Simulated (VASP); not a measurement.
Input of a VASP 6.6.1 run:

The input INCAR:

```
  ALGO = Normal
  EDIFF = 1E-7
  EDIFFG = -0.004
  ENCUT = 600
  GGA = PE
  GGA_COMPAT = False
  IBRION = 2
  ISIF = 3
  ISMEAR = 0
  LASPH = True
  LCHARG = False
  LREAL = False
  LWAVE = False
  NELM = 120
  NELMIN = 4
  NSW = 70
  PREC = Accurate
  PSTRESS = 1500.0
  SIGMA = 0.1
```

KPOINTS

```
k-points
0
Gamma
  16 16 16
```

The input POSCAR:

```
CdO
1.0
    0.0000000000      2.1072032879      2.1072032879
    2.1072032879      0.0000000000      2.1072032879
    2.1072032879      2.1072032879      0.0000000000
Cd O
1 1
Direct
    0.0000000000      0.0000000000      0.0000000000
    0.5000000000      0.5000000000      0.5000000000
```

Potentials or basis: VASP PAW PBE potentials, release 64 (Cd, O).

The run is started by

```sh
$ cat potpaw_PBE.64/Cd/POTCAR potpaw_PBE.64/O/POTCAR > POTCAR
$ mpirun -np 1 vasp_std > vasp.out
```

Question: What does it give for the relaxed volume?

Answer: 8.93 Å³/atom.

Question: What does it give for the relaxed cell?

Answer: a = 2.934 Å, b = 2.934 Å, c = 2.934 Å, α = 60.00°, β = 60.00°, γ = 60.00°.

Question: What does it give for the band gap on the k mesh?

Answer: 0.40 eV (least direct gap 3.84 eV).

Final structure:
```cif
data_structure
_symmetry_space_group_name_H-M 'P 1'
_symmetry_Int_Tables_number 1
_cell_length_a 2.9343
_cell_length_b 2.9343
_cell_length_c 2.9343
_cell_angle_alpha 60.000
_cell_angle_beta 60.000
_cell_angle_gamma 60.000
_cell_volume 17.86
loop_
_atom_site_label
_atom_site_type_symbol
_atom_site_fract_x
_atom_site_fract_y
_atom_site_fract_z
_atom_site_occupancy
Cd1 Cd 0.00000 0.00000 0.00000 1
O1 O 0.50000 0.50000 0.50000 1
```

Caveat: the cell is relaxed towards a set pressure, so the run minimises the enthalpy, not the energy. A k mesh can miss the band edges.
